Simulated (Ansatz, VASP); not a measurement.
## Two plane-wave programs on SnTe

The input INCAR:

```
ALGO = Normal ; EDIFF = 1E-6
ENCUT = 520 ; GGA = RE
ISIF = 2 ; ISMEAR = -1
IVDW = 12 ; LASPH = T
LCHARG = T ; LELF = T
LREAL = F ; LVHAR = T
LWAVE = F ; NBANDS = 17
NELM = 80 ; PREC = Accurate
SIGMA = 0.05
```

KPOINTS

```
k-points
0
Gamma
  7 7 7
```

Contents of POSCAR:

```
SnTe
1.0
    0.0000000000      3.2126470615      3.2126470615
    3.2126470615      0.0000000000      3.2126470615
    3.2126470615      3.2126470615      0.0000000000
Te Sn
1 1
Direct
    0.5000000000      0.5000000000      0.5000000000
    0.0000000000      0.0000000000      0.0000000000
```

Contents of input.yaml:

```yaml
crystal:
  lattice:
    - [0.0, 3.2126470615, 3.2126470615]
    - [3.2126470615, 0.0, 3.2126470615]
    - [3.2126470615, 3.2126470615, 0.0]
  atoms:
    - { symbol: Te, position: [0.5, 0.5, 0.5] }
    - { symbol: Sn, position: [0.0, 0.0, 0.0] }
hamiltonian:
  xc: revpbe
  pseudopotentials: { kind: paw }
  dispersion: d3bj
kpoints:
  mp_grid: { grid: [7, 7, 7] }
scf:
  occupations: { method: fermi_dirac, width: 0.05 }
output:
  forces: true
  stress: true
  eigenvalues: true
```

Alike in both runs: task single point; functional revPBE; dispersion D3(BJ); k mesh 7 × 7 × 7; occupations fermi-dirac, width 0.05 eV; no spin polarisation.

|  | VASP | Ansatz |
| --- | --- | --- |
| version | VASP 6.6.1 | Ansatz 0.2.0 |
| potentials or method | VASP PAW PBE potentials, release 64 (Te, Sn_d) | Ansatz PAW |
| plane-wave cutoff (eV) | 520 | 420 |
| valence electrons in the cell | 20 | 30 |

|  | VASP | Ansatz | Ansatz less VASP |
| --- | --- | --- | --- |
| pressure (GPa) | -2.8 | -2.7 | +0.09 |

VASP's potentials were made for PBE, not for revPBE. VASP's potentials hold 20 valence electrons a cell and Ansatz's 30, so a difference there can come from the potentials and not from the codes.

Neither program's run includes spin-orbit coupling.
